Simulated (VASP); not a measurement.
Cu, 1 atom in the cell. The structure is hexagonal, space group P6/mmm (No. 191). Conventional cell: a = 2.356 Å, b = 2.356 Å, c = 2.274 Å, α = 90.00°, β = 90.00°, γ = 120.00°. Within 3.0 Å of Cu (site symmetry 6/mmm) lie 8 Cu at 2.27 to 2.36 Å.  This cell differs from its parent crystal: volume scaled by 0.84.

```yaml
Program: VASP 6.6.1
Task: density of states
Functional: PBE
Potentials_or_basis: VASP PAW PBE potentials, release 64 (Cu)
Cutoff: 520 eV
k_mesh: 17 × 17 × 16
Occupations: fermi-dirac, width 0.05 eV
Spin: no spin polarisation
Dipole_correction: no
k_mesh_for_the_DOS: 26 × 26 × 24
Occupations_for_the_DOS: tetrahedron
Further_INCAR_settings: ALGO = Normal; EDIFF = 1e-07; NBANDS = 12
```

Potentials or basis: VASP PAW PBE potentials, release 64 (Cu).

Command:

```bash
$ cat potpaw_PBE.64/Cu/POTCAR > POTCAR
$ cp INCAR.step1 INCAR
$ cp KPOINTS.step1 KPOINTS
$ mpirun -np 1 vasp_std > vasp.out
$ cp INCAR.step2 INCAR
$ cp KPOINTS.step2 KPOINTS
$ mpirun -np 1 vasp_std > vasp.out
```

Hardware: 1 thread of AMD EPYC 9R14 (Zen 4), with other jobs on the host.

**Question.** How long does it take, and how much memory?

**Answer.** Run time: 82 s on 1 thread of AMD EPYC 9R14 (Zen 4) (shared host), peak memory 0.22 GiB. Counts: k points 910.
